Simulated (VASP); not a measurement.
# TiN (Fm-3m) in VASP: a series of runs

Runs on TiN. Level: PBEsol. Tasks: single point, relaxation of cell and atoms.

Everything below comes from runs of VASP 6.6.1. Logs are shortened: lines on timing, memory, paths and dates and some standing lists are left out, and cuts for length are marked.

## 1. The cell of the first run

Symmetry: Fm-3m, No. 225, cubic system. Conventional cell: a = 4.219 Å, b = 4.219 Å, c = 4.219 Å, α = 90.00°, β = 90.00°, γ = 90.00°. Within 2.8 Å of Ti (site symmetry m-3m) lie 6 N at 2.11 Å. N (site symmetry m-3m) has 6 Ti at 2.11 Å within 2.8 Å.

## 2. Single point, PBEsol

Contents of INCAR:

```
ALGO = Normal
EDIFF = 1E-6
ENCUT = 520
GGA = PS
ISIF = 2
ISMEAR = 0
LASPH = True
LCHARG = False
LREAL = False
LWAVE = False
NBANDS = 16
NELM = 80
PREC = Accurate
SIGMA = 0.1
```

Contents of KPOINTS:

```
k-points
0
Gamma
  18 18 18
```

Contents of POSCAR:

```
TiN
1.0
    0.0000000000      2.1092702632      2.1092702632
    2.1092702632      0.0000000000      2.1092702632
    2.1092702632      2.1092702632      0.0000000000
Ti N
1 1
Direct
    0.0000000000      0.0000000000      0.0000000000
    0.5000000000      0.5000000000      0.5000000000
```

Potentials or basis: VASP PAW PBE potentials, release 64 (Ti_sv, N).

Command:

```sh
$ cat potpaw_PBE.64/Ti_sv/POTCAR potpaw_PBE.64/N/POTCAR > POTCAR
$ mpirun -np 1 vasp_std > vasp.out
```

OUTCAR:

```text
EDIFF = 1E-6
   ENCUT = 520
   GGA = PS
   ISIF = 2
   ISMEAR = 0
   LASPH = True
   LREAL = False
   NELM = 80
   PREC = Accurate

 ion  position               nearest neighbor table
   1  0.000  0.000  0.000-   2 2.11   2 2.11   2 2.11   2 2.11   2 2.11   2 2.11
   2  0.500  0.500  0.500-   1 2.11   1 2.11   1 2.11   1 2.11   1 2.11   1 2.11

  LATTYP: Found a face centered cubic cell.
 ALAT       =     4.2185405264

  Lattice vectors:

 A1 = (   0.0000000000,   2.1092702632,   2.1092702632)
 A2 = (   2.1092702632,   0.0000000000,   2.1092702632)
 A3 = (   2.1092702632,   2.1092702632,   0.0000000000)

Analysis of symmetry for initial positions (statically):
=====================================================================
 Subroutine PRICEL returns:
 Original cell was already a primitive cell.

 Routine SETGRP: Setting up the symmetry group for a
 face centered cubic supercell.

 Subroutine GETGRP returns: Found 48 space group operations
 (whereof 48 operations were pure point group operations)
 out of a pool of 48 trial point group operations.

The static configuration has the point symmetry O_h .

Analysis of symmetry for dynamics (positions and initial velocities):
=====================================================================
 Subroutine PRICEL returns:
 Original cell was already a primitive cell.

 Routine SETGRP: Setting up the symmetry group for a
 face centered cubic supercell.

 Subroutine GETGRP returns: Found 48 space group operations
 (whereof 48 operations were pure point group operations)
 out of a pool of 48 trial point group operations.

The dynamic configuration has the point symmetry O_h .

 Subroutine INISYM returns: Found 48 space group operations
 (whereof 48 operations are pure point group operations),
 and found     1 'primitive' translations

----------------------------------------------------------------------------------------

                                     Primitive cell

  volume of cell :      18.7684

  direct lattice vectors                    reciprocal lattice vectors
     0.000000000  2.109270263  2.109270263    -0.237048807  0.237048807  0.237048807
     2.109270263  0.000000000  2.109270263     0.237048807 -0.237048807  0.237048807
     2.109270263  2.109270263  0.000000000     0.237048807  0.237048807 -0.237048807

  length of vectors
     2.982958613  2.982958613  2.982958613     0.410580578  0.410580578  0.410580578

  position of ions in fractional coordinates (direct lattice)
     0.000000000  0.000000000  0.000000000
     0.500000000  0.500000000  0.500000000

[... 78 lines left out ...]
   EDIFFG = 0.1E-04   stopping-criterion for IOM
   NSW    =      0    number of steps for IOM
   IBRION =     -1    ionic relax: 0-MD 1-quasi-New 2-CG
   NFREE  =      0    steps in history (QN), initial steepest desc. (CG)
   ISIF   =      2    stress and relaxation
   ISYM   =      2    0-nonsym 1-usesym 2-fastsym
   POTIM  = 0.5000    time-step for ionic-motion
   TEBEG  =    0.0;   TEEND  =   0.0 temperature during run
   PSTRESS=    0.0 pullay stress
   NELECT =      17.0000    total number of electrons
   NUPDOWN=      -1.0000    fix difference up-down
   EMIN   =  10.00;   EMAX   =-10.00  energy-range for DOS
   EFERMI =   0.00;   METHOD = LEGACY
   ISMEAR =     0;   SIGMA  =   0.10  broadening in eV -4-tet -1-fermi 0-gaus
   EFERMI_NEDOS =   21; number of points for ismear=-14 and -15
   IALGO  =     38    algorithm
   IMIX   =      4    mixing-type and parameters
     AMIX     =   0.40;   BMIX     =  1.00
     AMIX_MAG =   1.60;   BMIX_MAG =  1.00
  volume/ion in A,a.u.               =       9.38        63.33
  Fermi-wavevector in a.u.,A,eV,Ry     =   1.583977  2.993283 34.136794  2.508984
  Thomas-Fermi vector in A             =   2.683665
   LORBIT       =      0    0 simple, 1 ext, 2 COOP (PROOUT), +10 PAW based schemes
   GGA     = PS    functional components
   LHFCALC =     F    Hartree Fock is set to
   AEXX    =    0.0000 exact exchange contribution
   IVDW    =     0    specifies the selected vdW correction
   LEPSILON=     F    determine dielectric tensor
   LRPA    =     F    only Hartree local field effects (RPA)
 non-spin polarized calculation
 Gauss-broadening in eV      SIGMA  =   0.10
  energy-cutoff  :      520.00
  volume of cell :       18.77
 maximum number of plane-waves:       531
 NGX is ok and might be reduce to    24
   NGX = 11   NGY = 11   NGZ = 11

 number of electron      17.0000000 magnetization

 Free energy of the ion-electron system (eV)
  ---------------------------------------------------
  ext. energy  EPLUGINS =         0.00000000
  ---------------------------------------------------
  free energy    TOTEN  =       -20.78104198 eV

  energy without entropy =      -20.77696032  energy(sigma->0) =      -20.77900115

 E-fermi :  11.5309     XC(G=0): -13.3137

 val. band max:       11.4959797294   @ k =  -0.1667   0.1111   0.0000
 cond. band min:      11.5393084222   @ k =  -0.4444   0.2778   0.0556
 fundamental gap:      0.0433286928
 Fermi energy:        11.5309356745

 k-point     1 :       0.0000    0.0000    0.0000
  band No.  band energies     occupation
      1     -46.0502      2.00000
      2     -22.1175      2.00000
      3     -22.1175      2.00000
      4     -22.1175      2.00000
      5      -5.6081      2.00000
      6       9.4937      2.00000
[... 433 lines left out ...]
      3     -22.1694      2.00000
      4     -22.1370      2.00000
      5      -4.5246      2.00000
      6       5.9925      2.00000
[... 8 lines left out ...]
     15      24.5560      0.00000
     16      28.7181      0.00000

 [... further k-points ...]

------------------------ aborting loop because EDIFF is reached ----------------------------------------

  FORCE on cell =-STRESS in cart. coord.  units (eV):
  Direction    XX          YY          ZZ          XY          YZ          ZX
  --------------------------------------------------------------------------------------
  -------------------------------------------------------------------------------------
  Total       -0.3040110     -0.3040110     -0.3040110      0.0000000     -0.0000000      0.0000000
  in kB      -25.9521444    -25.9521444    -25.9521444      0.0000000     -0.0000000      0.0000000
  external PRESSURE =     -25.9521444 kB  Pullay stress =       0.0000000 kB

 VOLUME and BASIS-vectors are now :
 -----------------------------------------------------------------------------
  energy-cutoff  :      520.00
  volume of cell :       18.77
      direct lattice vectors                 reciprocal lattice vectors
     0.000000000  2.109270263  2.109270263    -0.237048807  0.237048807  0.237048807
     2.109270263  0.000000000  2.109270263     0.237048807 -0.237048807  0.237048807
     2.109270263  2.109270263  0.000000000     0.237048807  0.237048807 -0.237048807

 POSITION                                       TOTAL-FORCE (eV/Angst)
 -----------------------------------------------------------------------------------
      0.00000      0.00000      0.00000        -0.000000     -0.000000     -0.000000
      2.10927      2.10927      2.10927         0.000000      0.000000      0.000000
 -----------------------------------------------------------------------------------
    total drift:                                0.000000     -0.000000     -0.000000

  FREE ENERGIE OF THE ION-ELECTRON SYSTEM (eV)
  ---------------------------------------------------
  free  energy   TOTEN  =       -20.7810419755 eV

  energy  without entropy=      -20.7769603228  energy(sigma->0) =      -20.77900115
```

OSZICAR:

```text
N       E                     dE             d eps       ncg     rms          rms(c)
DAV:   1     0.131749615555E+03    0.13175E+03   -0.82177E+03  6280   0.126E+03
DAV:   2    -0.179809956506E+02   -0.14973E+03   -0.14043E+03  6832   0.348E+02
DAV:   3    -0.255601346073E+02   -0.75791E+01   -0.75098E+01  7968   0.810E+01
DAV:   4    -0.257337646777E+02   -0.17363E+00   -0.17346E+00  7520   0.117E+01
DAV:   5    -0.257375304261E+02   -0.37657E-02   -0.37657E-02  7488   0.155E+00    0.187E+01
DAV:   6    -0.211491612243E+02    0.45884E+01   -0.12254E+01  8208   0.535E+01    0.690E+00
DAV:   7    -0.208253350810E+02    0.32383E+00   -0.14658E+00  7384   0.151E+01    0.512E+00
DAV:   8    -0.210136503087E+02   -0.18832E+00   -0.10286E+00  8552   0.147E+01    0.616E+00
DAV:   9    -0.207886343335E+02    0.22502E+00   -0.32182E-01  7232   0.887E+00    0.138E+00
DAV:  10    -0.207834873095E+02    0.51470E-02   -0.39994E-02  7720   0.229E+00    0.391E-01
DAV:  11    -0.207811102936E+02    0.23770E-02   -0.52596E-03  7160   0.642E-01    0.168E-01
DAV:  12    -0.207810962783E+02    0.14015E-04   -0.40279E-04  7464   0.201E-01    0.853E-02
DAV:  13    -0.207810517809E+02    0.44497E-04   -0.21572E-04  7288   0.229E-01    0.208E-02
DAV:  14    -0.207810421261E+02    0.96548E-05   -0.15924E-05  7824   0.557E-02    0.675E-03
DAV:  15    -0.207810419755E+02    0.15055E-06   -0.18889E-06  6832   0.121E-02
   1 F= -.20781042E+02 E0= -.20779001E+02  d E =-.408165E-02
```

Run time: 26 s. Hardware: 1 thread of Intel Xeon 6975P-C (Granite Rapids), shared host; peak memory 0.17 GiB.

What came out:

| Quantity | Value |
| --- | --- |
| Free energy | -20.7810 eV |
| Pressure | -2.6 GPa |

Levels at points of the mesh, in eV from the Fermi level:
```tsv
k point	band 6	band 7	band 8	band 9	band 10	band 11	band 12	band 13
(0.00, 0.00, 0.00)	-2.04	-2.04	-2.04	-0.64	-0.64	-0.64	0.59	0.59
(0.50, 0.00, 0.00)	-8.21	-5.57	-5.57	1.75	1.75	2.45	5.91	5.91
(0.50, 0.50, 0.00)	-5.88	-3.24	-3.24	-3.18	1.69	2.48	2.48	3.78
```

Caveat: the PAW data sets were made with another functional, which shifts forces and pressure a little.

## 3. Relaxation of cell and atoms, PBEsol, target pressure 60 GPa, at which the enthalpy is minimised

This run uses another cell than the first one, of 7.99 Å³/atom, 0.852 times its volume.

Contents of INCAR:

```
  PREC = Accurate
  ENCUT = 600
  EDIFF = 1E-6
  ISMEAR = 0
  SIGMA = 0.1
  LREAL = False
  LASPH = True
  NELM = 80
  ALGO = Normal
  ISIF = 3
  LWAVE = False
  LCHARG = False
  GGA = PS
  IBRION = 2
  NSW = 70
  EDIFFG = -0.008
  PSTRESS = 600.0
```

Contents of KPOINTS:

```
regular mesh
0
Gamma
  18 18 18
```

Contents of POSCAR:

```
TiN
1.0
    0.0000000000      1.9993383172      1.9993383172
    1.9993383172      0.0000000000      1.9993383172
    1.9993383172      1.9993383172      0.0000000000
Ti N
1 1
Direct
    0.0000000000      0.0000000000      0.0000000000
    0.5000000000      0.5000000000      0.5000000000
```

Potentials or basis: VASP PAW PBE potentials, release 64 (Ti_sv, N).

Command:

```sh
$ cat potpaw_PBE.64/Ti_sv/POTCAR potpaw_PBE.64/N/POTCAR > POTCAR
$ mpirun -np 1 vasp_std > vasp.out
```

OUTCAR:

```text
PREC = Accurate
   ENCUT = 600
   EDIFF = 1E-6
   ISMEAR = 0
   LREAL = False
   LASPH = True
   NELM = 80
   ISIF = 3
   GGA = PS
   IBRION = 2
   NSW = 70
   EDIFFG = -0.008
   PSTRESS = 600.0

 ion  position               nearest neighbor table
   1  0.000  0.000  0.000-   2 2.00   2 2.00   2 2.00   2 2.00   2 2.00   2 2.00
   2  0.500  0.500  0.500-   1 2.00   1 2.00   1 2.00   1 2.00   1 2.00   1 2.00

  LATTYP: Found a face centered cubic cell.
 ALAT       =     3.9986766344

  Lattice vectors:

 A1 = (   0.0000000000,   1.9993383172,   1.9993383172)
 A2 = (   1.9993383172,   0.0000000000,   1.9993383172)
 A3 = (   1.9993383172,   1.9993383172,   0.0000000000)

Analysis of symmetry for initial positions (statically):
=====================================================================
 Subroutine PRICEL returns:
 Original cell was already a primitive cell.

 Routine SETGRP: Setting up the symmetry group for a
 face centered cubic supercell.

 Subroutine GETGRP returns: Found 48 space group operations
 (whereof 48 operations were pure point group operations)
 out of a pool of 48 trial point group operations.

The static configuration has the point symmetry O_h .

Analysis of symmetry for dynamics (positions and initial velocities):
=====================================================================
 Subroutine PRICEL returns:
 Original cell was already a primitive cell.

 Routine SETGRP: Setting up the symmetry group for a
 face centered cubic supercell.

 Subroutine GETGRP returns: Found 48 space group operations
 (whereof 48 operations were pure point group operations)
 out of a pool of 48 trial point group operations.

The dynamic configuration has the point symmetry O_h .

 Subroutine INISYM returns: Found 48 space group operations
 (whereof 48 operations are pure point group operations),
 and found     1 'primitive' translations

[... 132 lines left out ...]

--------------------------------------- Ionic step        1  -------------------------------------------

 number of electron      16.9999998 magnetization

 Free energy of the ion-electron system (eV)
  ---------------------------------------------------
  ext. energy  EPLUGINS =         0.00000000
  ---------------------------------------------------
  free energy    TOTEN  =       -20.33316669 eV

  energy without entropy =      -20.32997610  energy(sigma->0) =      -20.33157140

------------------------ aborting loop because EDIFF is reached ----------------------------------------

  FORCE on cell =-STRESS in cart. coord.  units (eV):
  Direction    XX          YY          ZZ          XY          YZ          ZX
  --------------------------------------------------------------------------------------
  -------------------------------------------------------------------------------------
  Total        6.2093865      6.2093865      6.2093865      0.0000000      0.0000000     -0.0000000
  in kB      622.4011824    622.4011824    622.4011824      0.0000000      0.0000000     -0.0000000
  external PRESSURE =      22.4011824 kB  Pullay stress =     600.0000000 kB
[... 63 lines left out ...]
--------------------------------------- Ionic step        3  -------------------------------------------

 number of electron      16.9999998 magnetization

 Free energy of the ion-electron system (eV)
  ---------------------------------------------------
  ext. energy  EPLUGINS =         0.00000000
  ---------------------------------------------------
  free energy    TOTEN  =       -20.35892070 eV

  energy without entropy =      -20.35571044  energy(sigma->0) =      -20.35731557

 E-fermi :  13.7843     XC(G=0): -14.2047

 val. band max:       13.7473968359   @ k =  -0.3889   0.3333   0.0556
 cond. band min:      13.7874231660   @ k =   0.4444   0.2222   0.1111
 fundamental gap:      0.0400263301
 Fermi energy:        13.7843294675

 k-point     1 :       0.0000    0.0000    0.0000
  band No.  band energies     occupation
      1     -43.5930      2.00000
      2     -19.4891      2.00000
      3     -19.4891      2.00000
      4     -19.4891      2.00000
      5      -4.2854      2.00000
      6      11.5639      2.00000
      7      11.5639      2.00000
      8      11.5639      2.00000
      9      12.9734      2.00000
     10      12.9734      2.00000
     11      12.9734      2.00000
     12      14.5311      0.00000
[... 331 lines left out ...]
 k-point    24 :      -0.2222    0.0556    0.0000
  band No.  band energies     occupation
      1     -43.4900      2.00000
      2     -20.0954      2.00000
      3     -19.5754      2.00000
      4     -19.5172      2.00000
      5      -2.8759      2.00000
      6       7.6189      2.00000
      7       8.6198      2.00000
      8       9.0361      2.00000
      9      14.0726      0.00005
     10      14.3611      0.00000
     11      14.9970      0.00000
     12      17.5589      0.00000

 [... further k-points ...]

------------------------ aborting loop because EDIFF is reached ----------------------------------------

  FORCE on cell =-STRESS in cart. coord.  units (eV):
  Direction    XX          YY          ZZ          XY          YZ          ZX
  --------------------------------------------------------------------------------------
  -------------------------------------------------------------------------------------
  Total        6.0089374      6.0089374      6.0089374     -0.0000000      0.0000000      0.0000000
  in kB      599.7760206    599.7760206    599.7760206     -0.0000000      0.0000000      0.0000000
  external PRESSURE =      -0.2239794 kB  Pullay stress =     600.0000000 kB
[... 21 lines left out ...]
  energy  without entropy=      -20.3557104430  energy(sigma->0) =      -20.35731557

  enthalpy is  TOTEN    =       -14.3477393722 eV   P V=        6.0111813255

 reached required accuracy - stopping structural energy minimisation
```

OSZICAR:

```text
N       E                     dE             d eps       ncg     rms          rms(c)
DAV:   1     0.152068304127E+03    0.15207E+03   -0.97191E+03  4684   0.192E+03
DAV:   2    -0.117111136460E+02   -0.16378E+03   -0.15669E+03  4896   0.455E+02
DAV:   3    -0.243746954928E+02   -0.12664E+02   -0.12227E+02  5648   0.123E+02
[... 31 lines left out ...]
DAV:   6    -0.203586738152E+02   -0.16425E-04   -0.13837E-05  5200   0.296E-02    0.570E-02
DAV:   7    -0.203589455722E+02   -0.27176E-03   -0.31331E-04  4704   0.243E-01    0.623E-02
DAV:   8    -0.203589190002E+02    0.26572E-04   -0.17313E-04  5776   0.123E-01    0.136E-02
DAV:   9    -0.203589202806E+02   -0.12803E-05   -0.10082E-05  5188   0.295E-02    0.107E-02
DAV:  10    -0.203589204296E+02   -0.14899E-06   -0.10957E-05  5456   0.276E-02    0.435E-03
DAV:  11    -0.203589206977E+02   -0.26816E-06   -0.10426E-06  3464   0.122E-02
   3 F= -.14347739E+02 E0= -.14346134E+02  d E =-.473704E-03
```

CONTCAR:

```text
TiN
   1.00000000000000
     0.0000000000000000    2.0021489711278804    2.0021489711278804
     2.0021489711278804   -0.0000000000000000    2.0021489711278804
     2.0021489711278804    2.0021489711278804    0.0000000000000000
  Ti              N
     1     1
Direct
     0.0000000000000000    0.0000000000000000    0.0000000000000000
     0.5000000000000000    0.5000000000000000    0.5000000000000000

  0.00000000E+00  0.00000000E+00  0.00000000E+00
  0.00000000E+00  0.00000000E+00  0.00000000E+00
```

Run time: 43 s. Hardware: 1 thread of Intel Xeon 6975P-C (Granite Rapids), shared host; peak memory 0.18 GiB.

What came out:

```yaml
Free_energy: -20.3589 eV
Relaxed_volume: 8.03 Å³/atom
Relaxed_cell: a = 2.831 Å, b = 2.831 Å, c = 2.831 Å, α = 60.00°, β = 60.00°, γ = 60.00°
Space_group_after_relaxing_to_0.05_Å: Fm-3m (No. 225)
Energy_change_on_relaxing_the_enthalpy_is_what_falls: -12.9 meV/atom
Ionic_steps: 3
Pressure_after_relaxing: 60.0 GPa
```

The path:
| step | energy change (eV) | largest force (eV/Å) | pressure (GPa) | volume (Å³) |
| --- | --- | --- | --- | --- |
| 1 | 0.0000 | 0.0000 | 62.24 | 15.98 |
| 2 | -0.0940 | 0.0000 | 53.82 | 16.24 |
| 3 | -0.0258 | 0.0000 | 59.98 | 16.05 |

Final structure:
```
Ti N
1.0
     0.00000    2.00215    2.00215
     2.00215    0.00000    2.00215
     2.00215    2.00215    0.00000
Ti N
1 1
Direct
  0.00000 0.00000 0.00000
  0.50000 0.50000 0.50000
```

Caveat: the cell is relaxed towards a set pressure, so the enthalpy falls and the energy may rise; the PAW data sets were made with another functional, which shifts forces and pressure a little.
